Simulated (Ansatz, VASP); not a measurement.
Al2O3 in VASP and in Ansatz

```
CELL_PARAMETERS angstrom
4.71218 0.00000 0.00000
0.00000 9.70354 0.00000
0.00000 0.00000 3.02571
ATOMIC_POSITIONS crystal
Al 0.43174 0.32956 0.50000
Al 0.56826 0.67044 0.50000
Al 0.93174 0.17044 0.00000
Al 0.06826 0.82956 0.00000
O 0.75455 0.22696 0.50000
O 0.00000 0.00000 0.00000
O 0.74545 0.72696 0.00000
O 0.25455 0.27304 0.00000
O 0.24545 0.77304 0.50000
O 0.50000 0.50000 0.50000
```

Alike in both runs: functional PBE; k mesh 6 × 4 × 8; occupations gaussian, width 0.02 eV; no spin polarisation.

Ansatz relaxed the structure, and its values are those at the end. VASP's run is a single point on that final structure, the one shown.

```csv
,VASP,Ansatz
version,VASP 6.6.1,Ansatz 0.2.0
potentials or method,"VASP PAW PBE potentials, release 64 (Al, O), cutoff 520 eV","scalar-relativistic, plane waves, PAW"
valence electrons in the cell,48,48
```

Ansatz gave:

```
gap on the k mesh at the Fermi level (eV) : 3.41
least direct gap on the mesh (eV)         : 3.41
pressure (GPa)                            : 0.0
rms of the force components (eV/Å)        : 0.001
```

Task: Which values does VASP return?

Result: gap on the k mesh at the Fermi level (eV): 3.40; least direct gap on the mesh (eV): 3.40; pressure (GPa): 0.0; rms of the force components (eV/Å): 0.008.

With one functional, cell and mesh, what is left measures potentials, basis and numerics.
